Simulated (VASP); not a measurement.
Here is a VASP 6.6.1 calculation.

Contents of INCAR:

```
ALGO = Fast
EDIFF = 1E-7
ENCUT = 520
GGA = PE
ISIF = 2
ISMEAR = 0
LASPH = True
LCHARG = True
LELF = True
LREAL = False
LVHAR = True
LWAVE = False
NBANDS = 18
NELM = 100
PREC = Accurate
SIGMA = 0.1
```

The input KPOINTS:

```
k-points
0
Gamma
  10 10 10
```

File POSCAR:

```
SrLi3
1.0
    5.0057693637      0.0000000000      0.0000000000
    0.0000000000      5.0057693637      0.0000000000
    0.0000000000      0.0000000000      5.0057693637
Li Sr
3 1
Direct
    0.0000000000      0.5000000000      0.5000000000
    0.5000000000      0.0000000000      0.5000000000
    0.5000000000      0.5000000000      0.0000000000
    0.0000000000      0.0000000000      0.0000000000
```

Potentials or basis: VASP PAW PBE potentials, release 64 (Li_sv, Sr_sv).

The run is started by

```sh
$ cat potpaw_PBE.64/Li_sv/POTCAR potpaw_PBE.64/Sr_sv/POTCAR > POTCAR
$ mpirun -np 1 vasp_std > vasp.out
```

(1) What does it give for the band gap on the k mesh?

## Answers

(1) zero (an odd number of electrons rules out a gap without spin polarisation).
